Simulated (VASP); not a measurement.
# TiO2 (P4_2/mnm) in VASP: notebook

Runs on TiO2. Level: PBEsol. Tasks: vibrations by perturbation theory.

All numbers are computed with VASP 6.6.1; they aren't measurements. Logs are shortened: lines on timing, memory, paths and dates and some standing lists are left out, and cuts for length are marked.

## (1) The cell of the first run

It takes space group P4_2/mnm (No. 136, tetragonal). Conventional cell: a = 4.545 Å, b = 4.545 Å, c = 2.909 Å, α = 90.00°, β = 90.00°, γ = 90.00°. Ti (site symmetry mmm) has 6 O at 1.93 to 1.95 Å within 2.6 Å. Within 2.6 Å of O (site symmetry m2m) lie 3 Ti at 1.93 to 1.95 Å and 1 O at 2.53 Å.

## (2) Vibrations by perturbation theory, PBEsol (volume scaled by 0.970)

Contents of INCAR:

```
SYSTEM = TiO2
PREC     = Accurate       ! precision mode
ENCUT    = 520            ! plane-wave cutoff, eV
EDIFF    = 1E-8           ! SCF threshold, eV
ISMEAR   = 0              ! smearing method
SIGMA    = 0.01           ! smearing width, eV
LREAL    = .False.        ! projectors in reciprocal space
LASPH    = .True.         ! aspherical terms in the spheres
NELM     = 100            ! most SCF steps
ALGO     = Normal         ! electronic algorithm
ISIF     = 2              ! what is computed and relaxed
LWAVE    = .False.        ! write WAVECAR
LCHARG   = .True.         ! write CHGCAR
GGA      = PS             ! functional
NBANDS   = 33             ! bands
IBRION   = 8              ! ionic algorithm
NSW      = 1              ! ionic steps
```

Contents of KPOINTS:

```
Automatic mesh
0
Gamma
  4 4 6
  0 0 0
```

Contents of POSCAR:

```
TiO2
1.0
    4.5448073129      0.0000000000      0.0000000000
    0.0000000000      4.5448073129      0.0000000000
    0.0000000000      0.0000000000      2.9093389474
Ti O
2 4
Direct
    0.0000000000      0.0000000000      0.0000000000
    0.5000000000      0.5000000000      0.5000000000
    0.3033585000      0.3033585000      0.0000000000
    0.1966415000      0.8033585000      0.5000000000
    0.6966415000      0.6966415000      0.0000000000
    0.8033585000      0.1966415000      0.5000000000
```

Potentials or basis: VASP PAW PBE potentials, release 64 (Ti_sv, O).

Run with:

```bash
cat potpaw_PBE.64/Ti_sv/POTCAR potpaw_PBE.64/O/POTCAR > POTCAR
mpirun -np 1 vasp_std > vasp.out
```

OUTCAR:

```text
SYSTEM = TiO2
   PREC = Accurate
   ENCUT = 520
   EDIFF = 1E-8
   ISMEAR = 0
   LREAL = .False.
   LASPH = .True.
   NELM = 100
   ISIF = 2
   GGA = PS
   IBRION = 8
   NSW = 1

 ion  position               nearest neighbor table
   1  0.000  0.000  0.000-   4 1.93   6 1.93   4 1.93   6 1.93   5 1.95   3 1.95
   2  0.500  0.500  0.500-   3 1.93   5 1.93   3 1.93   5 1.93   4 1.95   6 1.95
   3  0.303  0.303  0.000-   2 1.93   2 1.93   1 1.95
   4  0.197  0.803  0.500-   1 1.93   1 1.93   2 1.95
   5  0.697  0.697  0.000-   2 1.93   2 1.93   1 1.95
   6  0.803  0.197  0.500-   1 1.93   1 1.93   2 1.95

  LATTYP: Found a simple tetragonal cell.
 ALAT       =     4.5448073129
 C/A-ratio  =     0.6401457195

  Lattice vectors:

 A1 = (   4.5448073129,   0.0000000000,   0.0000000000)
 A2 = (   0.0000000000,   4.5448073129,   0.0000000000)
 A3 = (   0.0000000000,   0.0000000000,   2.9093389474)

Analysis of symmetry for initial positions (statically):
=====================================================================
 Subroutine PRICEL returns:
 Original cell was already a primitive cell.

 Routine SETGRP: Setting up the symmetry group for a
 simple tetragonal supercell.

 Subroutine GETGRP returns: Found 16 space group operations
 (whereof  8 operations were pure point group operations)
 out of a pool of 16 trial point group operations.

The static configuration has the point symmetry D_2h.
 The point group associated with its full space group is D_4h.

Analysis of symmetry for dynamics (positions and initial velocities):
=====================================================================
 Subroutine PRICEL returns:
 Original cell was already a primitive cell.

 Routine SETGRP: Setting up the symmetry group for a
 simple tetragonal supercell.

 Subroutine GETGRP returns: Found 16 space group operations
 (whereof  8 operations were pure point group operations)
 out of a pool of 16 trial point group operations.

The dynamic configuration has the point symmetry D_2h.
 The point group associated with its full space group is D_4h.

 Subroutine INISYM returns: Found 16 space group operations
 (whereof  8 operations are pure point group operations),
 and found     1 'primitive' translations

----------------------------------------------------------------------------------------

                                     Primitive cell

  volume of cell :      60.0932

  direct lattice vectors                    reciprocal lattice vectors
     4.544807313  0.000000000  0.000000000     0.220031331  0.000000000  0.000000000
     0.000000000  4.544807313  0.000000000     0.000000000  0.220031331  0.000000000
     0.000000000  0.000000000  2.909338947     0.000000000  0.000000000  0.343720693

  length of vectors
     4.544807313  4.544807313  2.909338947     0.220031331  0.220031331  0.343720693

  position of ions in fractional coordinates (direct lattice)
[... 1006 lines left out ...]
     33      11.5468      0.00000

------------------------ aborting loop because EDIFF is reached ----------------------------------------

  FORCE on cell =-STRESS in cart. coord.  units (eV):
  Direction    XX          YY          ZZ          XY          YZ          ZX
  --------------------------------------------------------------------------------------
  -------------------------------------------------------------------------------------
  Total        2.8516137      2.8516137      3.6748285     -0.0000000      0.0000000      0.0000000
  in kB       76.0284263     76.0284263     97.9766052     -0.0000000      0.0000000      0.0000000
  external PRESSURE =      83.3444859 kB  Pullay stress =       0.0000000 kB

 VOLUME and BASIS-vectors are now :
 -----------------------------------------------------------------------------
  energy-cutoff  :      520.00
  volume of cell :       60.09
      direct lattice vectors                 reciprocal lattice vectors
     4.544807313  0.000000000  0.000000000     0.220031331  0.000000000  0.000000000
     0.000000000  4.544807313  0.000000000     0.000000000  0.220031331  0.000000000
     0.000000000  0.000000000  2.909338947     0.000000000  0.000000000  0.343720693

 POSITION                                       TOTAL-FORCE (eV/Angst)
 -----------------------------------------------------------------------------------
      0.00000      0.00000      0.00000         0.000000     -0.000000      0.000000
      2.27240      2.27240      1.45467         0.000000     -0.000000      0.000000
      1.37871      1.37871      0.00000        -0.017539     -0.017539      0.000000
      0.89370      3.65111      1.45467         0.017539     -0.017539      0.000000
      3.16610      3.16610      0.00000         0.017539      0.017539     -0.000000
      3.65111      0.89370      1.45467        -0.017539      0.017539     -0.000000
 -----------------------------------------------------------------------------------
    total drift:                               -0.000000      0.000000      0.000000

  FREE ENERGIE OF THE ION-ELECTRON SYSTEM (eV)
  ---------------------------------------------------
  free  energy   TOTEN  =       -56.0437340692 eV

  energy  without entropy=      -56.0437340692  energy(sigma->0) =      -56.04373407

[... ionic steps 2 to 9 ...]

--------------------------------------- Ionic step       10  -------------------------------------------

------------------------ aborting loop because EDIFF is reached ----------------------------------------

[... ionic steps 11 to 11 ...]

--------------------------------------- Ionic step       12  -------------------------------------------

 Free energy of the ion-electron system (eV)
  ---------------------------------------------------
  ---------------------------------------------------
  free energy    TOTEN  =        -0.36244800 eV

  energy without entropy =       -0.36244800

------------------------ aborting loop because EDIFF is reached ----------------------------------------

 INTERNAL STRAIN TENSOR  FOR ION    3  DIRECTION 3   (eV/Angst):
 -----------------------------------------------------------------------------
    -0.00542 -0.01852  6.25484
    -0.01852 -0.00542  6.25484
     7.28622  7.28622  0.01094

 INTERNAL STRAIN TENSOR FOR ION    6 for displacements in x,y,z  (eV/Angst):
          X           Y           Z          XY          YZ          ZX
  --------------------------------------------------------------------------------
  x     3.87648     1.31818     5.26354     1.71920     0.00000     0.00000
  y    -1.31818    -3.87648    -5.26354    -1.70045     0.00000     0.00000
  z     0.00000     0.00000     0.00000     0.00000    -7.28622     6.25484

 SECOND DERIVATIVES (NOT SYMMETRIZED)
 ------------------------------------
               1X          1Y          1Z          2X          2Y          2Z          3X          3Y          3Z          4X          4Y          4Z          5X          5Y          5Z          6X          6Y          6Z
  1X   -18.010678    4.606542    0.000000   15.268143    0.024162    0.000000   -0.698675   -0.197255    0.000000    2.069943   -2.118097    0.000000   -0.698675   -0.197255    0.000000    2.069943   -2.118097    0.000000
  1Y     4.606542  -18.010678    0.000000    0.024162   15.268143    0.000000   -0.197255   -0.698675    0.000000   -2.118097    2.069943    0.000000   -0.197255   -0.698675    0.000000   -2.118097    2.069943    0.000000
  1Z     0.000000    0.000000   -2.362262    0.000000    0.000000    0.466515    0.000000    0.000000   -0.377845    0.000000    0.000000    1.325718    0.000000    0.000000   -0.377845    0.000000    0.000000    1.325718
  2X    15.268143   -0.024162    0.000000  -18.010678   -4.606542    0.000000    2.069943    2.118097    0.000000   -0.698675    0.197255    0.000000    2.069943    2.118097    0.000000   -0.698675    0.197255    0.000000
  2Y    -0.024162   15.268143    0.000000   -4.606542  -18.010678    0.000000    2.118097    2.069943    0.000000    0.197255   -0.698675    0.000000    2.118097    2.069943    0.000000    0.197255   -0.698675    0.000000
  2Z     0.000000    0.000000    0.466515    0.000000    0.000000   -2.362262    0.000000    0.000000    1.325718    0.000000    0.000000   -0.377845    0.000000    0.000000    1.325718    0.000000    0.000000   -0.377845
  3X    -0.681316   -0.167551    0.000000    2.068615    2.096876    0.000000  -12.674675   -7.557552    0.000000   -0.822248    1.002989    0.000000    6.087740    5.641444    0.000000    6.021885   -1.016206    0.000000
  3Y    -0.167551   -0.681316    0.000000    2.096876    2.068615    0.000000   -7.557552  -12.674675    0.000000   -1.016206    6.021885    0.000000    5.641444    6.087740    0.000000    1.002989   -0.822248    0.000000
  3Z     0.000000    0.000000   -0.389833    0.000000    0.000000    1.325137    0.000000    0.000000   -9.233061    0.000000    0.000000    2.142757    0.000000    0.000000    4.012243    0.000000    0.000000    2.142757
  4X     2.068615   -2.096876    0.000000   -0.681316    0.167551    0.000000   -0.822248   -1.002989    0.000000  -12.674675    7.557552    0.000000    6.021885    1.016206    0.000000    6.087740   -5.641444    0.000000
  4Y    -2.096876    2.068615    0.000000    0.167551   -0.681316    0.000000    1.016206    6.021885    0.000000    7.557552  -12.674675    0.000000   -1.002989   -0.822248    0.000000   -5.641444    6.087740    0.000000
  4Z     0.000000    0.000000    1.325137    0.000000    0.000000   -0.389833    0.000000    0.000000    2.142757    0.000000    0.000000   -9.233061    0.000000    0.000000    2.142757    0.000000    0.000000    4.012243
  5X    -0.681316   -0.167551    0.000000    2.068615    2.096876    0.000000    6.087740    5.641444    0.000000    6.021885   -1.016206    0.000000  -12.674675   -7.557552    0.000000   -0.822248    1.002989    0.000000
  5Y    -0.167551   -0.681316    0.000000    2.096876    2.068615    0.000000    5.641444    6.087740    0.000000    1.002989   -0.822248    0.000000   -7.557552  -12.674675    0.000000   -1.016206    6.021885    0.000000
  5Z     0.000000    0.000000   -0.389833    0.000000    0.000000    1.325137    0.000000    0.000000    4.012243    0.000000    0.000000    2.142757    0.000000    0.000000   -9.233061    0.000000    0.000000    2.142757
  6X     2.068615   -2.096876    0.000000   -0.681316    0.167551    0.000000    6.021885    1.016206    0.000000    6.087740   -5.641444    0.000000   -0.822248   -1.002989    0.000000  -12.674675    7.557552    0.000000
  6Y    -2.096876    2.068615    0.000000    0.167551   -0.681316    0.000000   -1.002989   -0.822248    0.000000   -5.641444    6.087740    0.000000    1.016206    6.021885    0.000000    7.557552  -12.674675    0.000000
  6Z     0.000000    0.000000    1.325137    0.000000    0.000000   -0.389833    0.000000    0.000000    2.142757    0.000000    0.000000    4.012243    0.000000    0.000000    2.142757    0.000000    0.000000   -9.233061

 Eigenvectors and eigenvalues of the dynamical matrix
 ----------------------------------------------------

   1 f  =   24.971949 THz   156.903386 2PiTHz  832.974573 cm-1   103.275638 meV
             X         Y         Z           dx          dy          dz
      0.000000  0.000000  0.000000    -0.000000    0.000000    0.000000
      2.272404  2.272404  1.454669    -0.000000   -0.000000   -0.000000
      1.378706  1.378706  0.000000    -0.353553   -0.353553    0.000000
      0.893698  3.651110  1.454669    -0.353553    0.353553   -0.000000
      3.166101  3.166101  0.000000     0.353553    0.353553   -0.000000
      3.651110  0.893698  1.454669     0.353553   -0.353553    0.000000
[... 145 lines left out ...]
  18 f/i=    0.030362 THz     0.190772 2PiTHz    1.012778 cm-1     0.125568 meV
             X         Y         Z           dx          dy          dz
      0.000000  0.000000  0.000000     0.110082    0.539545   -0.000000
      2.272404  2.272404  1.454669     0.107764    0.539077   -0.000000
      1.378706  1.378706  0.000000     0.062892    0.307996   -0.000000
      0.893698  3.651110  1.454669     0.061460    0.307707   -0.000000
      3.166101  3.166101  0.000000     0.062892    0.307996   -0.000000
      3.651110  0.893698  1.454669     0.061460    0.307707   -0.000000

--------------------------------------------------------------------------------------------------------

 ELASTIC MODULI CONTR FROM IONIC RELAXATION (kBar)
 Direction    XX          YY          ZZ          XY          YZ          ZX
 --------------------------------------------------------------------------------
 XX        -534.8757    410.2855   -126.2421     -0.0000      0.0000      0.0000
 YY         410.2855   -534.8757   -126.2421      0.0000     -0.0000     -0.0000
 ZZ        -126.2421   -126.2421   -255.8318     -0.0000     -0.0000     -0.0000
 XY          -0.0000      0.0000     -0.0000    -15.2758     -0.0000     -0.0000
 YZ           0.0000     -0.0000     -0.0000     -0.0000   -427.4529      0.0000
 ZX           0.0000     -0.0000     -0.0000     -0.0000     -0.0000   -315.0043
 --------------------------------------------------------------------------------
```

Run time: 26 min. Hardware: 1 thread of Intel Xeon 8259CL, shared host; peak memory 0.39 GiB.

What came out:

```yaml
Highest_phonon_frequency_at_Γ_LO-TO_splitting_left_out: 833 cm⁻¹
```

Phonon frequencies in cm⁻¹ (negative: imaginary):
```tsv
q point	frequencies
(0.000, 0.000, 0.000)	-1 -1 -1 111 112 150 150 163 395 395 407 420 474 474 500 500 627 833
```

Caveat: the cell wasn't relaxed at this level first, which shifts response properties; the PAW data sets were made with another functional, which shifts forces and pressure a little.

[end of part 1 of 2]
